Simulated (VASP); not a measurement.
Set up this calculation in VASP 6.6.1, as the native input.

```yaml
Task: single point
Functional: PBEsol
Potentials_or_basis: VASP PAW PBE potentials, release 64 (Si, Ni)
Cutoff: 520 eV
k_mesh: 12 × 12 × 12
Occupations: gaussian, width 0.1 eV
Spin: no spin polarisation
Dipole_correction: no
Further_INCAR_settings: ALGO = Fast; EDIFF = 1e-06; NBANDS = 25
```

The structure of SiNi3 lies in POSCAR:

```
SiNi3
1.0
    3.3204501822      0.0000000000      0.0000000000
    0.0000000000      3.3204501822      0.0000000000
    0.0000000000      0.0000000000      3.3204501822
Si Ni
1 3
Direct
    0.0000000000      0.0000000000      0.0000000000
    0.0000000000      0.5000000000      0.5000000000
    0.5000000000      0.0000000000      0.5000000000
    0.5000000000      0.5000000000      0.0000000000
```

These files were run (other wordings do the same):

INCAR

```
ALGO = Fast ; EDIFF = 1E-6
ENCUT = 520 ; GGA = PS
ISIF = 2 ; ISMEAR = 0
LASPH = True ; LCHARG = False
LREAL = False ; LWAVE = False
NBANDS = 25 ; NELM = 60
PREC = Accurate ; SIGMA = 0.1
```

KPOINTS

```
k-points
0
Gamma
  12 12 12
```

Potentials or basis: VASP PAW PBE potentials, release 64 (Si, Ni).

Run with:

```sh
$ cat potpaw_PBE.64/Si/POTCAR potpaw_PBE.64/Ni/POTCAR > POTCAR
$ mpirun -np 1 vasp_std > vasp.out
```

It gave:

- Pressure: 40.1 GPa
- Band gap on the k mesh: zero (bands 17 and 18 overlap by 0.30 eV)

Caveat: the cell stands under pressure; the PAW data sets were made with another functional, which shifts forces and pressure a little.

Wall time 43 s on 1 thread of Intel(R) Xeon(R) 6975P-C (Granite Rapids), on a shared host, peak memory 0.19 GiB.
